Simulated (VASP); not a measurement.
# SnS3 (Fm-3m) in VASP: further runs

SnS3 is run at these levels: PBE; tasks: single point, relaxation of cell and atoms.

Everything below comes from runs of VASP 6.6.1. Logs are shortened: lines on timing, memory, paths and dates and some standing lists are left out, and cuts for length are marked.

## 1. The cell of the first run

Symmetry: Fm-3m, No. 225, cubic system. Conventional cell: a = 7.427 Å, b = 7.427 Å, c = 7.427 Å, α = 90.00°, β = 90.00°, γ = 90.00°. Sn (site symmetry m-3m) has 14 S at 3.22 to 3.71 Å within 4.2 Å. S (site symmetry m-3m) has 8 S at 3.22 Å and 6 Sn at 3.71 Å within 4.2 Å. S (site symmetry -43m) has 4 Sn at 3.22 Å and 10 S at 3.22 to 3.71 Å within 4.2 Å.

The cell was generated, and may not be a known phase.

## 2. Single point, PBE

Contents of INCAR:

```
ALGO = Normal ; EDIFF = 1E-6
ENCUT = 500 ; GGA = PE
GGA_COMPAT = F ; ISIF = 2
ISMEAR = 0 ; LASPH = T
LCHARG = F ; LREAL = F
LWAVE = F ; NBANDS = 24
NELM = 120 ; PREC = Accurate
SIGMA = 0.1
```

Contents of KPOINTS:

```
k-points
0
Gamma
  4 4 4
```

Contents of POSCAR:

```
SnS3
1.0
    0.0000000000      3.7136280600      3.7136280600
    3.7136280600      0.0000000000      3.7136280600
    3.7136280600      3.7136280600      0.0000000000
Sn S
1 3
Direct
    0.5000000000      0.5000000000      0.5000000000
    0.0000000000      0.0000000000      0.0000000000
    0.2500000000      0.2500000000      0.2500000000
    0.7500000000      0.7500000000      0.7500000000
```

Potentials or basis: VASP PAW PBE potentials, release 64 (Sn_d, S).

Launch:

```
$ cat potpaw_PBE.64/Sn_d/POTCAR potpaw_PBE.64/S/POTCAR > POTCAR
$ mpirun -np 1 vasp_std > vasp.out
```

OUTCAR:

```text
EDIFF = 1E-6
   ENCUT = 500
   GGA = PE
   ISIF = 2
   ISMEAR = 0
   LASPH = T
   LREAL = F
   NELM = 120
   PREC = Accurate

 ion  position               nearest neighbor table
   1  0.500  0.500  0.500-   3 3.22   4 3.22   3 3.22   3 3.22   3 3.22   4 3.22   4 3.22   4 3.22

   2  0.000  0.000  0.000-
   3  0.250  0.250  0.250-   1 3.22   1 3.22   1 3.22   1 3.22
   4  0.750  0.750  0.750-   1 3.22   1 3.22   1 3.22   1 3.22

  LATTYP: Found a face centered cubic cell.
 ALAT       =     7.4272561200

  Lattice vectors:

 A1 = (   0.0000000000,   3.7136280600,   3.7136280600)
 A2 = (   3.7136280600,   0.0000000000,   3.7136280600)
 A3 = (   3.7136280600,   3.7136280600,   0.0000000000)

Analysis of symmetry for initial positions (statically):
=====================================================================
 Subroutine PRICEL returns:
 Original cell was already a primitive cell.

 Routine SETGRP: Setting up the symmetry group for a
 face centered cubic supercell.

 Subroutine GETGRP returns: Found 48 space group operations
 (whereof 48 operations were pure point group operations)
 out of a pool of 48 trial point group operations.

The static configuration has the point symmetry O_h .

Analysis of symmetry for dynamics (positions and initial velocities):
=====================================================================
 Subroutine PRICEL returns:
 Original cell was already a primitive cell.

 Routine SETGRP: Setting up the symmetry group for a
 face centered cubic supercell.

 Subroutine GETGRP returns: Found 48 space group operations
 (whereof 48 operations were pure point group operations)
 out of a pool of 48 trial point group operations.

The dynamic configuration has the point symmetry O_h .

 Subroutine INISYM returns: Found 48 space group operations
 (whereof 48 operations are pure point group operations),
 and found     1 'primitive' translations

----------------------------------------------------------------------------------------

                                     Primitive cell

  volume of cell :     102.4295

  direct lattice vectors                    reciprocal lattice vectors
     0.000000000  3.713628060  3.713628060    -0.134639224  0.134639224  0.134639224
     3.713628060  0.000000000  3.713628060     0.134639224 -0.134639224  0.134639224
     3.713628060  3.713628060  0.000000000     0.134639224  0.134639224 -0.134639224

  length of vectors
     5.251863168  5.251863168  5.251863168     0.233201977  0.233201977  0.233201977

  position of ions in fractional coordinates (direct lattice)
     0.500000000  0.500000000  0.500000000
     0.000000000  0.000000000  0.000000000
     0.250000000  0.250000000  0.250000000
     0.750000000  0.750000000  0.750000000

  ion indices of the primitive-cell ions
   primitive index   ion index
                 1           1
                 2           2
                 3           3
                 4           4

----------------------------------------------------------------------------------------

 KPOINTS: k-points

Automatic generation of k-mesh.
 Grid dimensions read from file:
 generate k-points for:    4    4    4

 Generating k-lattice:

  Cartesian coordinates                     Fractional coordinates (reciprocal lattice)
    -0.033659806  0.033659806  0.033659806     0.250000000  0.000000000  0.000000000
     0.033659806 -0.033659806  0.033659806     0.000000000  0.250000000  0.000000000
     0.033659806  0.033659806 -0.033659806     0.000000000  0.000000000  0.250000000

  Length of vectors
     0.058300494  0.058300494  0.058300494

  Shift w.r.t. Gamma in fractional coordinates (k-lattice)
     0.000000000  0.000000000  0.000000000

 Subroutine IBZKPT returns following result:
 ===========================================

 Found      8 irreducible k-points:

 Following reciprocal coordinates:
            Coordinates               Weight
  0.000000  0.000000  0.000000      1.000000
  0.250000  0.000000  0.000000      8.000000
  0.500000  0.000000  0.000000      4.000000
  0.250000  0.250000  0.000000      6.000000
  0.500000  0.250000  0.000000     24.000000
 -0.250000  0.250000  0.000000     12.000000
  0.500000  0.500000  0.000000      3.000000
 -0.250000  0.500000  0.250000      6.000000
   k-points           NKPTS =      8   k-points in BZ     NKDIM =      8   number of bands    NBANDS=     24
   number of dos      NEDOS =    301   number of ions     NIONS =      4
   total plane-waves  NPLWV =  64000
   dimension x,y,z NGX =    40 NGY =   40 NGZ =   40
   dimension x,y,z NGXF=    80 NGYF=   80 NGZF=   80
   ions per type =               1   3
   NGX,Y,Z   is equivalent  to a cutoff of  12.66, 12.66, 12.66 a.u.
   NGXF,Y,Z  is equivalent  to a cutoff of  25.32, 25.32, 25.32 a.u.
 SYSTEM =  unknown system
   PREC   = accura    normal or accurate (medium, high low for compatibility)
   ISTART =      0    job   : 0-new  1-cont  2-samecut
   ICHARG =      2    charge: 1-file 2-atom 10-const
   ISPIN  =      1    spin polarized calculation?
   LNONCOLLINEAR =      F non collinear calculations
   LSORBIT =      F    spin-orbit coupling
   LASPH  =      T    aspherical Exc in radial PAW
   ENCUT  =  500.0 eV  36.75 Ry    6.06 a.u.   9.58  9.58  9.58*2*pi/ulx,y,z
   NELM   =    120;   NELMIN=  2; NELMDL= -5     # of ELM steps
   EDIFF  = 0.1E-05   stopping-criterion for ELM
   LREAL  =      F    real-space projection
   EDIFFG = 0.1E-04   stopping-criterion for IOM
   NSW    =      0    number of steps for IOM
   IBRION =     -1    ionic relax: 0-MD 1-quasi-New 2-CG
   NFREE  =      0    steps in history (QN), initial steepest desc. (CG)
   ISIF   =      2    stress and relaxation
   ISYM   =      2    0-nonsym 1-usesym 2-fastsym
   POTIM  = 0.5000    time-step for ionic-motion
   TEBEG  =    0.0;   TEEND  =   0.0 temperature during run
   PSTRESS=    0.0 pullay stress
   NELECT =      32.0000    total number of electrons
   NUPDOWN=      -1.0000    fix difference up-down
   EMIN   =  10.00;   EMAX   =-10.00  energy-range for DOS
   EFERMI =   0.00;   METHOD = LEGACY
   ISMEAR =     0;   SIGMA  =   0.10  broadening in eV -4-tet -1-fermi 0-gaus
   EFERMI_NEDOS =   21; number of points for ismear=-14 and -15
   IALGO  =     38    algorithm
   IMIX   =      4    mixing-type and parameters
     AMIX     =   0.40;   BMIX     =  1.00
     AMIX_MAG =   1.60;   BMIX_MAG =  1.00
  volume/ion in A,a.u.               =      25.61       172.81
  Fermi-wavevector in a.u.,A,eV,Ry     =   1.110836  2.099175 16.788984  1.233956
  Thomas-Fermi vector in A             =   2.247392
   LORBIT       =      0    0 simple, 1 ext, 2 COOP (PROOUT), +10 PAW based schemes
   GGA     = PE    functional components
   LHFCALC =     F    Hartree Fock is set to
   AEXX    =    0.0000 exact exchange contribution
   IVDW    =     0    specifies the selected vdW correction
   LEPSILON=     F    determine dielectric tensor
   LRPA    =     F    only Hartree local field effects (RPA)
 non-spin polarized calculation
 Gauss-broadening in eV      SIGMA  =   0.10
  energy-cutoff  :      500.00
  volume of cell :      102.43
 maximum number of plane-waves:      2637
 NGX is ok and might be reduce to    40
   NGX = 19   NGY = 19   NGZ = 19

 number of electron      32.0000006 magnetization

 Free energy of the ion-electron system (eV)
  ---------------------------------------------------
  ext. energy  EPLUGINS =         0.00000000
  ---------------------------------------------------
  free energy    TOTEN  =       -12.98260919 eV

  energy without entropy =      -12.94562529  energy(sigma->0) =      -12.96411724

 E-fermi :   3.5481     XC(G=0):  -9.3627

 val. band max:        3.5405836170   @ k =   0.5000   0.2500   0.0000
 cond. band min:       3.6264216427   @ k =  -0.2500   0.5000   0.2500
 fundamental gap:      0.0858380257
 Fermi energy:         3.5481376241

 k-point     1 :       0.0000    0.0000    0.0000
  band No.  band energies     occupation
      1     -17.7196      2.00000
      2     -17.7196      2.00000
      3     -17.7184      2.00000
      4     -17.7184      2.00000
      5     -17.7184      2.00000
      6      -9.3779      2.00000
[... 16 lines left out ...]
     23       9.2849      0.00000
     24      14.0343      0.00000

 k-point     2 :       0.2500    0.0000    0.0000
  band No.  band energies     occupation
      1     -17.7196      2.00000
      2     -17.7196      2.00000
      3     -17.7188      2.00000
      4     -17.7179      2.00000
      5     -17.7179      2.00000
      6      -9.0971      2.00000
[... 16 lines left out ...]
     23      10.5881      0.00000
     24      13.5123      0.00000

 k-point     3 :       0.5000    0.0000    0.0000
  band No.  band energies     occupation
      1     -17.7197      2.00000
      2     -17.7197      2.00000
      3     -17.7192      2.00000
      4     -17.7173      2.00000
      5     -17.7173      2.00000
      6      -8.5987      2.00000
[... 16 lines left out ...]
     23      13.0059      0.00000
     24      13.0059      0.00000

 k-point     4 :       0.2500    0.2500    0.0000
  band No.  band energies     occupation
      1     -17.7199      2.00000
      2     -17.7194      2.00000
      3     -17.7193      2.00000
      4     -17.7175      2.00000
      5     -17.7175      2.00000
      6      -9.0033      2.00000
[... 16 lines left out ...]
     23      11.7379      0.00000
     24      13.0681      0.00000

 k-point     5 :       0.5000    0.2500    0.0000
  band No.  band energies     occupation
      1     -17.7200      2.00000
      2     -17.7193      2.00000
      3     -17.7193      2.00000
      4     -17.7175      2.00000
      5     -17.7170      2.00000
      6      -8.4942      2.00000
[... 16 lines left out ...]
     23      11.8764      0.00000
     24      12.4767      0.00000

 k-point     6 :      -0.2500    0.2500    0.0000
  band No.  band energies     occupation
      1     -17.7198      2.00000
      2     -17.7195      2.00000
      3     -17.7186      2.00000
      4     -17.7179      2.00000
      5     -17.7175      2.00000
      6      -8.6934      2.00000
[... 16 lines left out ...]
     23      12.5507      0.00000
     24      12.6220      0.00000

 k-point     7 :       0.5000    0.5000    0.0000
  band No.  band energies     occupation
      1     -17.7205      2.00000
      2     -17.7203      2.00000
      3     -17.7190      2.00000
      4     -17.7167      2.00000
      5     -17.7167      2.00000
      6      -8.1699      2.00000
[... 16 lines left out ...]
     23      11.5282      0.00000
     24      11.7198      0.00000

 k-point     8 :      -0.2500    0.5000    0.2500
  band No.  band energies     occupation
      1     -17.7200      2.00000
      2     -17.7193      2.00000
      3     -17.7186      2.00000
      4     -17.7186      2.00000
      5     -17.7167      2.00000
      6      -8.1646      2.00000
[... 16 lines left out ...]
     23      11.9555      0.00000
     24      12.4839      0.00000

------------------------ aborting loop because EDIFF is reached ----------------------------------------

  FORCE on cell =-STRESS in cart. coord.  units (eV):
  Direction    XX          YY          ZZ          XY          YZ          ZX
  --------------------------------------------------------------------------------------
  -------------------------------------------------------------------------------------
  Total       -6.3154098     -6.3154098     -6.3154098      0.0000000      0.0000000     -0.0000000
  in kB      -98.7840687    -98.7840687    -98.7840687      0.0000000      0.0000000     -0.0000000
  external PRESSURE =     -98.7840687 kB  Pullay stress =       0.0000000 kB

 VOLUME and BASIS-vectors are now :
 -----------------------------------------------------------------------------
  energy-cutoff  :      500.00
  volume of cell :      102.43
      direct lattice vectors                 reciprocal lattice vectors
     0.000000000  3.713628060  3.713628060    -0.134639224  0.134639224  0.134639224
     3.713628060  0.000000000  3.713628060     0.134639224 -0.134639224  0.134639224
     3.713628060  3.713628060  0.000000000     0.134639224  0.134639224 -0.134639224

 POSITION                                       TOTAL-FORCE (eV/Angst)
 -----------------------------------------------------------------------------------
      3.71363      3.71363      3.71363        -0.000000      0.000000     -0.000000
      0.00000      0.00000      0.00000        -0.000000      0.000000     -0.000000
      1.85681      1.85681      1.85681         0.000000      0.000000      0.000000
      5.57044      5.57044      5.57044        -0.000000     -0.000000     -0.000000
 -----------------------------------------------------------------------------------
    total drift:                               -0.000000     -0.000000      0.000000

  FREE ENERGIE OF THE ION-ELECTRON SYSTEM (eV)
  ---------------------------------------------------
  free  energy   TOTEN  =       -12.9826091890 eV

  energy  without entropy=      -12.9456252921  energy(sigma->0) =      -12.96411724
```

It took 38 s on 1 thread of Intel Xeon 8259CL, shared host; peak memory 0.21 GiB.

What came out:

| Property | Result |
| --- | --- |
| Free energy | -12.9826 eV |
| Pressure | -9.9 GPa |
| Band gap on the k mesh | zero (bands 16 and 17 overlap by 1.14 eV) |

Levels at points of the mesh, in eV from the Fermi level:
| k point | band 14 | band 15 | band 16 | band 17 | band 18 | band 19 |
| --- | --- | --- | --- | --- | --- | --- |
| (0.00, 0.00, 0.00) | -2.11 | -2.11 | -0.91 | -0.91 | -0.91 | 3.63 |
| (0.50, 0.00, 0.00) | -1.64 | -1.33 | 0.23 | 0.23 | 0.61 | 3.09 |
| (0.50, 0.50, 0.00) | -0.43 | -0.43 | -0.13 | 0.14 | 0.14 | 3.01 |

Caveat: the k points lie up to 0.37 Å⁻¹ apart, too coarse for converged energies and pressures of a metal; spin-orbit coupling is left out, which moves the levels of the heavy elements.

(Part 1 of 2 ends here.)

The gap in the log of VASP goes by the Fermi energy; the results here count the filled bands.